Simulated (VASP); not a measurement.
A run of VASP 6.6.1:

INCAR

```
ALGO = Fast
EDIFF = 1E-7
ENCUT = 520
GGA = PE
ISIF = 2
ISMEAR = 0
LASPH = T
LCHARG = F
LREAL = F
LWAVE = F
NBANDS = 12
NELM = 60
PREC = Accurate
SIGMA = 0.1
```

File KPOINTS:

```
k-points
0
Gamma
  14 14 14
```

File POSCAR:

```
Zr
1.0
   -1.7943254000      1.8185070000      1.8084977000
    1.8181812000     -1.8392858000      1.8531323000
    1.7219254000      1.7668858000     -1.8292765000
Zr
1
Direct
    0.0000000000      0.0000000000      0.0000000000
```

Potentials or basis: VASP PAW PBE potentials, release 64 (Zr_sv).

Run with:

```sh
$ cat potpaw_PBE.64/Zr_sv/POTCAR > POTCAR
$ mpirun -np 1 vasp_std > vasp.out
```

Hardware: 1 thread of AMD EPYC 7R43 64-Core Processor (Zen 3) (shared host).

Task: Estimate the wall time of this run.

Result: Run time: 11 min on 1 thread of AMD EPYC 7R43 64-Core Processor (Zen 3), with other jobs on the host, peak memory 0.4 GiB. Counts: scf iterations 19, k points 1376.
